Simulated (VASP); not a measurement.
BiTe, 2 atoms in the cell. Symmetry: F-43m, No. 216, cubic system. The conventional cell has a = 7.110 Å, b = 7.110 Å, c = 7.110 Å, α = 90.00°, β = 90.00°, γ = 90.00°. Bi (site symmetry -43m) has 4 Te at 3.08 Å within 4.1 Å. Te (site symmetry -43m) has 4 Bi at 3.08 Å within 4.1 Å.  This cell differs from its parent crystal: volume scaled by 0.945.

```yaml
Program: VASP 6.6.1
Task: single point
Functional: PBE
Potentials_or_basis: VASP PAW PBE potentials, release 64 (Bi_d, Te)
Cutoff: 520 eV
k_mesh: 8 × 8 × 8
Occupations: gaussian, width 0.05 eV
Spin: no spin polarisation
Dipole_correction: no
Further_INCAR_settings: ALGO = Normal; EDIFF = 1e-06; NBANDS = 18
```

Potentials or basis: VASP PAW PBE potentials, release 64 (Bi_d, Te).

Command:

```bash
$ cat potpaw_PBE.64/Bi_d/POTCAR potpaw_PBE.64/Te/POTCAR > POTCAR
$ mpirun -np 1 vasp_std > vasp.out
```

Hardware: 1 thread of Intel(R) Xeon(R) Platinum 8259CL CPU @ 2.50GHz (Skylake/Cascade Lake) (shared host).

Question: How long does it take, and how much memory?

Answer: It took 42 s on 1 thread of Intel(R) Xeon(R) Platinum 8259CL CPU @ 2.50GHz (Skylake/Cascade Lake), on a shared host, peak memory 0.25 GiB. Counts: scf iterations 12, k points 29.
